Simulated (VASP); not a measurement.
The system is CuO.

```
Cu O
1.0
     1.99097   -2.15355    0.00000
     1.99097    2.15355    0.00000
     0.00000    0.00000    5.15593
Cu O
2 2
Direct
  0.00000 0.50000 0.00000
  0.50000 0.00000 0.50000
  0.50000 0.50000 0.25000
  0.50000 0.50000 0.75000
```

Base run:

| Property | Result |
| --- | --- |
| Program | VASP 6.6.1 |
| Functional | PBEsol |
| Potentials or basis | VASP PAW PBE potentials, release 64 (Cu, O) |
| Cutoff | 520 eV |
| k mesh | 14 × 14 × 8 |
| Occupations | gaussian, width 0.05 eV |
| Spin | no spin polarisation |

Its results: band gap on the k mesh zero (bands 17 and 18 overlap by 1.10 eV); pressure -5.4 GPa.

Problem. After a change of settings the same cell gave: band gap on the k mesh zero (bands 17 and 18 overlap by 1.14 eV); pressure -2.9 GPa. Which change was it?
A. occupations from gaussian, width 0.05 eV to fermi-dirac, width 0.1 eV; further incar settings from ALGO = Normal; EDIFF = 1e-07; NBANDS = 25 to ALGO = Normal; EDIFF = 1e-06; NBANDS = 25
B. occupations from gaussian, width 0.05 eV to gaussian, width 0.2 eV
C. occupations from gaussian, width 0.05 eV to fermi-dirac, width 0.5 eV

Solution. C.

Caveats: the PAW data sets were made with another functional, which shifts forces and pressure a little; semilocal functionals often make such compounds metallic where correlation or magnetic order opens a gap, which also shifts bond lengths; the cell stands under tension (at least some runs); so wide a smearing shifts energies and pressures (at least some runs).
